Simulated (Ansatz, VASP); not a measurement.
# Two plane-wave programs on AlFe

```xyz
2
Lattice="2.9100 0.0000 0.0000 0.0000 2.9100 0.0000 0.0000 0.0000 2.9100" Properties=species:S:1:pos:R:3 pbc="T T T"
Fe    1.4550    1.4550    1.4550
Al    0.0000    0.0000    0.0000
```

Alike in both runs: functional LDA; k mesh 9 × 9 × 9; occupations fermi-dirac, width 0.05 eV; collinear spin.

```csv
,VASP,Ansatz
version,VASP 6.6.1,Ansatz 0.2.0
potentials or method,"VASP PAW LDA potentials, release 64 (Fe, Al)",Ansatz PAW
plane-wave cutoff (eV),520,420
valence electrons in the cell,11,19
task,single point,band structure
```

Ansatz gave:

- gap on the k mesh at the Fermi level (eV): none
- pressure (GPa): -16.5
- net moment per atom (μB): 0.31
- size of the moment on the site where the two differ most (μB): 0.65

Task: What did VASP give for the same quantities?

Result: gap on the k mesh at the Fermi level (eV): none; pressure (GPa): -16.2; net moment per atom (μB): 0.29; size of the moment on the site where the two differ most (μB): 0.61.

LDA's correlation is that of Perdew and Zunger in VASP and of Perdew and Wang (1992) in Ansatz. Site moments also hang on the region over which each program counts them. A gap of «none» marks a metal or a gap that the smearing closes. VASP's potentials hold 11 valence electrons a cell and Ansatz's 19, so a difference there can come from the potentials and not from the codes.
